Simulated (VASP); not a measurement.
Set up this calculation in VASP 6.6.1, as the native input.

```
Task                   : single point
Functional             : PBE
Potentials or basis    : VASP PAW PBE potentials, release 64 (Si, C)
Cutoff                 : 520 eV
k mesh                 : 18 × 18 × 2
Occupations            : gaussian, width 0.1 eV
Spin                   : no spin polarisation
Dipole correction      : no
Further INCAR settings : ALGO = Normal; EDIFF = 1e-07; NBANDS = 31
```

The structure of Si4C lies in POSCAR:

```
Si4C
1.0
    2.8792802393      0.0000000000      0.0000000000
   -1.4396401197      2.4935298319      0.0000000000
    0.0000000000      0.0000000000     21.8208862598
Si C
8 2
Direct
    0.3333333333      0.6666666667      0.8589077217
    0.3333333333      0.6666666667      0.0496996064
    0.3333333333      0.6666666667      0.2393612454
    0.3333333333      0.6666666667      0.3503098443
    0.6666666667      0.3333333333      0.7606387546
    0.6666666667      0.3333333333      0.9503003936
    0.6666666667      0.3333333333      0.1410922783
    0.6666666667      0.3333333333      0.6496901557
    0.3333333333      0.6666666667      0.7089567844
    0.6666666667      0.3333333333      0.2910432156
```

The input as run:

INCAR

```
  ALGO = Normal
  EDIFF = 1E-7
  ENCUT = 520
  GGA = PE
  ISIF = 2
  ISMEAR = 0
  LASPH = True
  LCHARG = False
  LREAL = False
  LWAVE = False
  NBANDS = 31
  NELM = 60
  PREC = Accurate
  SIGMA = 0.1
```

KPOINTS

```
k-points
0
Gamma
  18 18 2
```

Potentials or basis: VASP PAW PBE potentials, release 64 (Si, C).

The run is started by

```bash
$ cat potpaw_PBE.64/Si/POTCAR potpaw_PBE.64/C/POTCAR > POTCAR
$ mpirun -np 1 vasp_std > vasp.out
```

Results of the run:

- Pressure: 0.0 GPa
- Largest force: 0.033 eV/Å
- Band gap on the k mesh: zero (band 20 reaches 12.45 eV, above the bottom of band 21 at 5.44 eV)

Run time: 4.4 min on 1 thread of Intel(R) Xeon(R) 6975P-C (Granite Rapids), on a shared host, peak memory 0.45 GiB.
